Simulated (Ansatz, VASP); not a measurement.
**One calculation of Rb, two programs**

INCAR

```
PREC = Accurate ; ENCUT = 520
EDIFF = 1E-7 ; ISMEAR = 1
SIGMA = 0.1 ; LREAL = False
LASPH = True ; NELM = 80
ALGO = Normal ; ISIF = 2
LWAVE = False ; LCHARG = False
GGA = PE ; NBANDS = 10
```

KPOINTS

```
Automatic mesh
0
Gamma
  5 5 5
```

File POSCAR:

```
Rb
1.0
   -2.8043936422      2.8043936422      2.8043936422
    2.8043936422     -2.8043936422      2.8043936422
    2.8043936422      2.8043936422     -2.8043936422
Rb
1
Direct
    0.0069113484      0.0155040275      0.0134849366
```

Input for Ansatz:

```yaml
crystal:
  lattice:
    - [-2.8043936422344813, 2.8043936422344813, 2.8043936422344813]
    - [2.8043936422344813, -2.8043936422344813, 2.8043936422344813]
    - [2.8043936422344813, 2.8043936422344813, -2.8043936422344813]
  atoms:
    - { symbol: Rb, position: [0.006911348377271223, 0.015504027474609147, 0.013484936561257689] }
kpoints:
  mp_grid:
    grid: [5, 5, 5]
hamiltonian:
  xc: pbe
scf:
  occupations:
    method: methfessel_paxton
    width: 0.1
output:
  forces: true
  stress: true
```

Alike in both runs: task single point; functional PBE; k mesh 5 × 5 × 5; occupations methfessel-paxton of order 1, width 0.1 eV; no spin polarisation.

|  | VASP | Ansatz |
| --- | --- | --- |
| version | VASP 6.6.1 | Ansatz 0.2.0 |
| potentials or method | VASP PAW PBE potentials, release 64 (Rb_sv) | plane waves, PAW |
| plane-wave cutoff (eV) | 520 | 420 |
| valence electrons in the cell | 9 | 9 |

|  | VASP | Ansatz | Ansatz less VASP |
| --- | --- | --- | --- |
| pressure (GPa) | 0.1 | 0.1 | 0.00 |
